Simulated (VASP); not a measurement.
Set up this calculation in VASP 6.6.1, as the native input.

```
Task                   : single point
Functional             : PBE
Potentials or basis    : VASP PAW PBE potentials, release 64 (In_d, Sb)
Cutoff                 : 520 eV
k mesh                 : 12 × 12 × 12
Occupations            : gaussian, width 0.15 eV
Spin                   : no spin polarisation
Dipole correction      : no
Further INCAR settings : ALGO = Normal; EDIFF = 1e-06; NBANDS = 16
```

The structure of InSb lies in POSCAR:

```
InSb
1.0
    0.0000000000      3.2391000000      3.2391000000
    2.9961675000      0.0000000000      3.2391000000
    2.9961675000      3.2391000000      0.0000000000
In Sb
1 1
Direct
    0.0000000000      0.0000000000      0.0000000000
    0.7500000000      0.7500000000      0.7500000000
```

This cell differs from its parent crystal: strain -0.0750 x Voigt [1, 0, 0, 0, 0, 0].

The input as run:

INCAR

```
  PREC = Accurate
  ENCUT = 520
  EDIFF = 1E-6
  ISMEAR = 0
  SIGMA = 0.15
  LREAL = False
  LASPH = True
  NELM = 80
  ALGO = Normal
  ISIF = 2
  LWAVE = False
  LCHARG = False
  GGA = PE
  NBANDS = 16
```

KPOINTS

```
regular mesh
0
Gamma
  12 12 12
```

Potentials or basis: VASP PAW PBE potentials, release 64 (In_d, Sb).

The run is started by

```console
$ cat potpaw_PBE.64/In_d/POTCAR potpaw_PBE.64/Sb/POTCAR > POTCAR
$ mpirun -np 1 vasp_std > vasp.out
```

It gave:

The pressure is 7.7 GPa and the band gap on the k mesh is zero (filled and empty bands touch).

Caveat: the cell differs from its parent crystal (strain -0.0750 x Voigt [1, 0, 0, 0, 0, 0]); the cell stands under pressure; semilocal functionals underestimate gaps, so a narrow gap can read as zero; spin-orbit coupling is left out, which moves the levels of the heavy elements.

Run time: 60 s on 1 thread of Intel(R) Xeon(R) 6975P-C (Granite Rapids), with other jobs on the host, peak memory 0.33 GiB.
